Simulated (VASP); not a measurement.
Crystal: CuO.

```
Cu O
1.0
     0.00000    2.32725    2.32725
     2.32725    0.00000    2.32725
     2.32725    2.32725    0.00000
Cu O
1 1
Cartesian
  0.0000 0.0000 0.0000
  1.1636 1.1636 1.1636
```

| Property | Result |
| --- | --- |
| Program | VASP 6.6.1 |
| Task | relaxation of cell and atoms |
| Functional | PBE |
| Potentials or basis | VASP PAW PBE potentials, release 64 (Cu, O) |
| Cutoff | 600 eV |
| k mesh | 10 × 10 × 10 |
| Occupations | fermi-dirac, width 0.05 eV |
| Spin | no spin polarisation |

At the start: pressure -9.2 GPa; volume 12.60 Å³/atom.

Q: How do energy, volume and symmetry change on relaxing?

A: Over 3 steps the energy falls by 30.7 meV/atom and the volume is 11.62 Å³/atom (-7.8 %); space group F-43m (No. 216, to 0.05 Å).

The path:
```tsv
step	energy change (eV)	largest force (eV/Å)	pressure (GPa)	volume (Å³)
1	0.0000	0.0000	-9.19	25.21
2	-0.0551	0.0000	3.64	22.66
3	-0.0613	0.0000	0.00	23.23
```

Final structure:
```
CELL_PARAMETERS angstrom
0.00000 2.26473 2.26473
2.26473 0.00000 2.26473
2.26473 2.26473 0.00000
ATOMIC_POSITIONS crystal
Cu 0.00000 0.00000 0.00000
O 0.25000 0.25000 0.25000
```

Caveat: an odd number of electrons without spin polarisation forces a metal; a magnetic or distorted state may lie lower.
